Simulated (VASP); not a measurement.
A run of VASP 6.6.1:

Contents of POSCAR:

```
SiNi3
1.0
    3.5182274716      0.0000000000      0.0000000000
    0.0000000000      3.5182274716      0.0000000000
    0.0000000000      0.0000000000      3.5182274716
Ni Si
3 1
Direct
    0.5000000000      0.5000000000      0.0000000000
    0.5000000000      0.0000000000      0.5000000000
    0.0000000000      0.5000000000      0.5000000000
    0.0000000000      0.0000000000      0.0000000000
```

The input INCAR.step1:

```
SYSTEM = SiNi3
PREC = Accurate
ENCUT = 520
ISMEAR = -1
SIGMA = 0.05
LREAL = .FALSE.
LASPH = .TRUE.
NELM = 150
ISPIN = 2
MAGMOM = 1 1 1 0
LMAXMIX = 4
NBANDS = 29
GGA = PE
ALGO = Normal
EDIFF = 1E-4
LWAVE = .TRUE.
LCHARG = .FALSE.
```

File INCAR.step2:

```
SYSTEM = SiNi3
PREC = Accurate
ENCUT = 520
EDIFF = 1E-6
ISMEAR = -1
SIGMA = 0.05
LREAL = .FALSE.
LASPH = .TRUE.
NELM = 150
ALGO = Normal
ISIF = 2
LWAVE = .FALSE.
LCHARG = .FALSE.
ISPIN = 2
MAGMOM = 1 1 1 0
LORBIT = 11
LMAXMIX = 4
METAGGA = R2SCAN
LMIXTAU = .TRUE.
NBANDS = 29
ISTART = 1
```

File KPOINTS:

```
regular mesh
0
G
  8 8 8
  0 0 0
```

Potentials or basis: VASP PAW PBE potentials, release 64 (Ni, Si).

The run is started by

```console
$ cat potpaw_PBE.64/Ni/POTCAR potpaw_PBE.64/Si/POTCAR > POTCAR
$ cp INCAR.step1 INCAR
$ mpirun -np 1 vasp_std > vasp.out
$ cp INCAR.step2 INCAR
$ mpirun -np 1 vasp_std > vasp.out
```

Hardware: 1 thread of AMD EPYC 9R45 (Zen 5), on a shared host.

Q: How long does it take, and how much memory?

A: It took 2.7 min on 1 thread of AMD EPYC 9R45 (Zen 5), with other jobs on the host, peak memory 0.19 GiB. Counts: k points 35.
